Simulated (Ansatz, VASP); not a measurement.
# ZrS2: VASP beside Ansatz

Contents of INCAR:

```
SYSTEM = ZrS2
  ALGO = Normal
  EDIFF = 1E-6
  ENCUT = 500
  GGA = RP
  GGA_COMPAT = .FALSE.
  ISIF = 2
  ISMEAR = -5
  LASPH = .TRUE.
  LCHARG = .TRUE.
  LELF = .TRUE.
  LREAL = .FALSE.
  LVHAR = .TRUE.
  LWAVE = .FALSE.
  NBANDS = 19
  NELM = 120
  PREC = Accurate
  SIGMA = 0.1
```

File KPOINTS:

```
k-points
0
G
  6 6 4
  0 0 0
```

The input POSCAR:

```
ZrS2
1.0
    3.6913825498      0.0000000000      0.0000000000
   -1.8456912749      3.1968310632      0.0000000000
    0.0000000000      0.0000000000      6.0410770100
Zr S
1 2
Direct
    0.0000000000      0.0000000000      0.0000000000
    0.6666666667      0.3333333333      0.7620900300
    0.3333333333      0.6666666667      0.2379099700
```

Input for Ansatz:

```yaml
crystal:
  lattice:
    - [3.6913825498, 0.0, 0.0]
    - [-1.8456912749, 3.1968310632, 0.0]
    - [0.0, 0.0, 6.04107701]
  atoms:
    - { symbol: Zr, position: [0.0, 0.0, 0.0] }
    - { symbol: S, position: [0.6666666667, 0.3333333333, 0.76209003] }
    - { symbol: S, position: [0.3333333333, 0.6666666667, 0.23790997] }
basis:
  ecutwfc: 420
kpoints:
  mp_grid: { grid: [6, 6, 4] }
hamiltonian:
  xc: rpbe
scf:
  occupations: { method: tetrahedron }
  max_iter: 87
output:
  forces: true
  stress: true
  eigenvalues: true
```

Alike in both runs: task single point; functional RPBE; k mesh 6 × 6 × 4; occupations tetrahedron; no spin polarisation.

```csv
,VASP,Ansatz
version,VASP 6.6.1,Ansatz 0.2.0
potentials or method,"VASP PAW PBE potentials, release 64 (Zr_sv, S), cutoff 500 eV","scalar-relativistic, plane waves, PAW"
valence electrons in the cell,24,24
```

```csv
,VASP,Ansatz,Ansatz less VASP
gap on the k mesh at the Fermi level (eV),1.13,1.13,0.000
least direct gap on the mesh (eV),1.68,1.67,-0.006
pressure (GPa),2.6,2.6,+0.07
"traceless stress, the component that is largest in VASP (GPa)",0.62,0.57,-0.047
rms of the force components (eV/Å),0.058,0.056,-0.0016
```

VASP's potentials were made for PBE, not for RPBE. Atom by atom the forces differ by 0.002 eV/Å (rms over components). Ansatz's warnings: band table not solved further, tetrahedron derivatives may miss energy slope.
